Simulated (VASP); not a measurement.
Set up this calculation in VASP 6.6.1, as the native input.

```
Task                   : single point
Functional             : PBE
Potentials or basis    : VASP PAW PBE potentials, release 64 (Y_sv, Gd, F)
Cutoff                 : 520 eV
k mesh                 : 4 × 4 × 2
Occupations            : gaussian, width 0.1 eV
Spin                   : collinear spin, ferromagnetic start
Starting moments       : [0.0, 0.0, 7.0, 7.0, 0.0, 0.0] μB
Dipole correction      : no
Further INCAR settings : ALGO = Normal; EDIFF = 1e-06; NBANDS = 49
```

The structure of GdYF lies in POSCAR:

```
GdYF
1.0
    3.9705611800      0.0000000000      0.0000000000
    0.0000000000      3.9705611800      0.0000000000
    0.0000000000      0.0000000000      7.9114173300
Y Gd F
2 2 2
Direct
    0.0000000000      0.0000000000      0.7500000000
    0.0000000000      0.0000000000      0.2500000000
    0.5000000000      0.5000000000      0.0000000000
    0.5000000000      0.5000000000      0.5000000000
    0.5000000000      0.0000000000      0.5000000000
    0.0000000000      0.5000000000      0.0000000000
```

The cell was generated, and may not be a known phase.

The input as run:

INCAR

```
PREC = Accurate
ENCUT = 520
EDIFF = 1E-6
ISMEAR = 0
SIGMA = 0.1
LREAL = False
LASPH = True
NELM = 150
ALGO = Normal
ISIF = 2
LWAVE = False
LCHARG = False
ISPIN = 2
MAGMOM = 0 0 7 7 0 0
LORBIT = 11
LMAXMIX = 6
GGA = PE
NBANDS = 49
```

KPOINTS

```
regular mesh
0
Gamma
  4 4 2
```

Potentials or basis: VASP PAW PBE potentials, release 64 (Y_sv, Gd, F).

The run is started by

```console
$ cat potpaw_PBE.64/Y_sv/POTCAR potpaw_PBE.64/Gd/POTCAR potpaw_PBE.64/F/POTCAR > POTCAR
$ mpirun -np 1 vasp_std > vasp.out
```

It gave:

```yaml
Pressure: 25.1 GPa
Net_moment: 15.25 μB per cell
Site_moments: Y +0.19; Gd +6.89; F +0.00 μB
Valence_electrons_inside_the_program's_atomic_spheres: Y 9.50; Gd 15.43; F 6.19
```

Caveat: the k points lie up to 0.40 Å⁻¹ apart.

Run time: 17 min on 1 thread of Intel(R) Xeon(R) Platinum 8259CL CPU @ 2.50GHz (Skylake/Cascade Lake), with other jobs on the host, peak memory 0.36 GiB.
